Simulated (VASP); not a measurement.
Write the native input for VASP 6.6.1 that does the following.

| Quantity | Value |
| --- | --- |
| Task | relaxation of cell and atoms |
| Functional | PBE |
| Potentials or basis | VASP PAW PBE potentials, release 64 (B, Ru_pv) |
| Cutoff | 600 eV |
| k mesh | 6 × 6 × 6 |
| Occupations | gaussian, width 0.1 eV |
| Spin | no spin polarisation |
| Dipole correction | no |
| Further INCAR settings | ALGO = Normal; EDIFF = 1e-06; IBRION = 2; EDIFFG = -0.04; NSW = 90; ISIF = 3 |

The structure of B5Ru lies in POSCAR:

```
B5Ru
1.0
    0.0000000000      2.9448490000      2.9448490000
    2.9448490000      0.0000000000      2.9448490000
    2.9448490000      2.9448490000      0.0000000000
B Ru
5 1
Direct
    0.7500000000      0.7500000000      0.7500000000
    0.3758891600      0.3758891600      0.8723325100
    0.3758891600      0.8723325100      0.3758891600
    0.3758891600      0.3758891600      0.3758891600
    0.8723325100      0.3758891600      0.3758891600
    0.0000000000      0.0000000000      0.0000000000
```

The input as run:

INCAR

```
ALGO = Normal
EDIFF = 1E-6
EDIFFG = -0.04
ENCUT = 600
GGA = PE
IBRION = 2
ISIF = 3
ISMEAR = 0
LASPH = True
LCHARG = False
LREAL = False
LWAVE = False
NELM = 60
NSW = 90
PREC = Accurate
SIGMA = 0.1
```

KPOINTS

```
k-points
0
Gamma
  6 6 6
```

Potentials or basis: VASP PAW PBE potentials, release 64 (B, Ru_pv).

Command:

```console
$ cat potpaw_PBE.64/B/POTCAR potpaw_PBE.64/Ru_pv/POTCAR > POTCAR
$ mpirun -np 1 vasp_std > vasp.out
```

It gave:

```json
{
 "Relaxed volume": "7.32 Å³/atom",
 "Relaxed cell": "a = 3.960 Å, b = 3.960 Å, c = 3.960 Å, α = 60.00°, β = 60.00°, γ = 60.00°",
 "Space group after relaxing (to 0.05 Å)": "F-43m (No. 216)",
 "Energy gained by relaxing": "130.7 meV/atom",
 "Ionic steps": "6",
 "Pressure after relaxing": "0.6 GPa"
}
```

Run time: 82 s on 1 thread of Intel(R) Xeon(R) Platinum 8259CL CPU @ 2.50GHz (Skylake/Cascade Lake), on a shared host, peak memory 0.21 GiB.
